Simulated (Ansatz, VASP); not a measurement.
One calculation of Sc4Ta, two programs

INCAR

```
SYSTEM = Sc4Ta
ALGO     = Normal         ! electronic algorithm
EDIFF    = 1E-7           ! SCF threshold, eV
ENCUT    = 520            ! plane-wave cutoff, eV
GGA      = PE             ! functional
ISIF     = 2              ! what is computed and relaxed
ISMEAR   = 0              ! smearing method
LASPH    = .True.         ! aspherical terms in the spheres
LCHARG   = .True.         ! write CHGCAR
LELF     = .True.         ! ELF
LREAL    = .False.        ! projectors in reciprocal space
LVHAR    = .True.       
LWAVE    = .False.        ! write WAVECAR
NBANDS   = 36             ! bands
NELM     = 80             ! most SCF steps
PREC     = Accurate       ! precision mode
SIGMA    = 0.1            ! smearing width, eV
```

File KPOINTS:

```
k-points
0
Gamma
  6 6 4
  0 0 0
```

File POSCAR:

```
Sc4Ta
1.0
    4.0536734400      0.0000000000      0.0000000000
   -2.0268367200      3.5105841800      0.0000000000
    0.0000000000      0.0000000000      6.6135393200
Sc Ta
4 1
Direct
    0.3333333300      0.6666666700      0.7272647000
    0.3333333300      0.6666666700      0.2727353000
    0.6666666700      0.3333333300      0.2727353000
    0.6666666700      0.3333333300      0.7272647000
    0.0000000000      0.0000000000      0.0000000000
```

Input for Ansatz:

```yaml
crystal:
  lattice:
    - [4.05367344, 0.0, 0.0]
    - [-2.02683672, 3.51058418, 0.0]
    - [0.0, 0.0, 6.61353932]
  atoms:
    - { symbol: Sc, position: [0.33333333, 0.66666667, 0.7272647] }
    - { symbol: Sc, position: [0.33333333, 0.66666667, 0.2727353] }
    - { symbol: Sc, position: [0.66666667, 0.33333333, 0.2727353] }
    - { symbol: Sc, position: [0.66666667, 0.33333333, 0.7272647] }
    - { symbol: Ta, position: [0.0, 0.0, 0.0] }
basis:
  ecutwfc: 420
kpoints:
  mp_grid: { grid: [6, 6, 4] }
hamiltonian:
  xc: pbe
scf:
  occupations: { method: gaussian, width: 0.1 }
  lower_state_search: "off"
output:
  forces: true
  stress: true
  eigenvalues: true
```

Alike in both runs: task single point; functional PBE; k mesh 6 × 6 × 4; occupations gaussian, width 0.1 eV; no spin polarisation.

```csv
,VASP,Ansatz
version,VASP 6.6.1,Ansatz 0.2.0
potentials or method,"VASP PAW PBE potentials, release 64 (Sc_sv, Ta_pv), cutoff 520 eV","scalar-relativistic, plane waves, PAW"
valence electrons in the cell,55,57
```

|  | VASP | Ansatz | Ansatz less VASP |
| --- | --- | --- | --- |
| gap on the k mesh at the Fermi level (eV) | none | none | - |
| pressure (GPa) | 21.5 | 21.0 | -0.52 |
| traceless stress, the component that is largest in VASP (GPa) | -17.72 | -17.27 | +0.446 |
| rms of the force components (eV/Å) | 0.185 | 0.186 | +0.0007 |

Atom by atom the forces differ by 0.001 eV/Å (rms over components). A gap of «none» marks a metal or a gap that the smearing closes. VASP's potentials hold 55 valence electrons a cell and Ansatz's 57, so a difference there can come from the potentials and not from the codes.

Neither program's run includes spin-orbit coupling.
